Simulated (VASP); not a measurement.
The system is B3I2.

```xyz
5
Lattice="3.9041 -4.7679 0.0000 3.9041 4.7679 0.0000 0.0000 0.0000 3.0589" Properties=species:S:1:pos:R:3 pbc="T T T"
B     3.9041    0.8394    0.0000
B     3.9041   -0.8394    0.0000
B     3.9041    0.0000    1.5295
I     1.9521    2.3840    0.0000
I     1.9521   -2.3840    0.0000
```

The cell was built from a structure type or drawn by symmetry, and may not be a known phase.

```yaml
Program: VASP 6.6.1
Task: relaxation of cell and atoms
Functional: PBE
Potentials_or_basis: VASP PAW PBE potentials, release 64 (B, I)
Cutoff: 600 eV
k_mesh: 6 × 6 × 12
Occupations: gaussian, width 0.1 eV
Spin: no spin polarisation
```

At the start: pressure -0.3 GPa; volume 22.78 Å³/atom.

Question: Where does the relaxation end?

Answer: Over 19 steps the energy falls by 22.6 meV/atom and the volume is 23.79 Å³/atom (+4.4 %); space group Cmmm (No. 65, to 0.1 Å) before and after.

The path:
```
step  energy change (eV)  largest force (eV/Å)  pressure (GPa)  volume (Å³)
   1              0.0000                0.3185           -0.26       113.88
   2             -0.0635                0.1028            1.64       113.22
   3             -0.0641                0.0717            1.84       113.15
   4             -0.0931                0.1858            0.79       117.17
   5             -0.0935                0.2042            0.64       117.80
   6             -0.0964                0.0287           -0.84       120.37
   7             -0.1017                0.0788           -0.20       119.22
   8             -0.1046                0.0073           -0.06       119.03
   9             -0.1078                0.1898            0.23       118.63
  10             -0.1094                0.1285            0.18       118.67
  11             -0.1120                0.0288            0.08       118.76
  12             -0.1123                0.1024            0.04       118.79
  13             -0.1126                0.0835            0.01       118.85
  14             -0.1129                0.0466           -0.01       118.96
  15             -0.1129                0.0428           -0.02       118.97
  16             -0.1130                0.0044            0.04       118.94
  17             -0.1130                0.0000            0.05       118.93
  18             -0.1130                0.0027            0.05       118.93
  19             -0.1130                0.0023            0.05       118.93
```

Final structure:
```
B I
1.0
     3.92196   -5.07821    0.00000
     3.92196    5.07821    0.00000
     0.00000    0.00000    2.98579
B I
3 2
Direct
  0.41830 0.58170 0.00000
  0.58170 0.41830 0.00000
  0.50000 0.50000 0.50000
  0.00000 0.50000 0.00000
  0.50000 0.00000 0.00000
```

Caveat: an odd number of electrons without spin polarisation forces a metal; a magnetic or distorted state may lie lower.
